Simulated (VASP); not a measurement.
Crystal: WS2 (Tungstenite).

```
CELL_PARAMETERS angstrom
6.42736 0.00000 0.00000
5.65154 3.06122 0.00000
5.65154 1.43230 2.70547
ATOMIC_POSITIONS crystal
W 0.00000 0.00000 0.00000
S 0.24970 0.24970 0.24970
S 0.41900 0.41900 0.41900
```

Base run:

* Program: VASP 6.6.1
* Functional: r2SCAN
* Potentials or basis: VASP PAW PBE potentials, release 64 (W_sv, S)
* Cutoff: 520 eV
* k mesh: 12 × 12 × 12
* Occupations: fermi-dirac, width 0.1 eV
* Spin: no spin polarisation

Its results: band gap on the k mesh 1.14 eV, indirect (least direct gap 2.03 eV); pressure 2.8 GPa; largest force 0.621 eV/Å.

**Question.** The run is repeated on the same cell with these changes: functional from r2SCAN to LDA; potentials or basis from VASP PAW PBE potentials, release 64 (W_sv, S) to VASP PAW LDA potentials, release 64 (W_sv, S). What comes out?

**Answer.** Band gap on the k mesh 0.95 eV, indirect (least direct gap 1.89 eV); pressure -3.3 GPa; largest force 0.587 eV/Å.

Caveats: spin-orbit coupling is left out, which moves the levels of the heavy elements; the PAW data sets were made with another functional, which shifts forces and pressure a little (some runs).

A k mesh can miss the band edges.
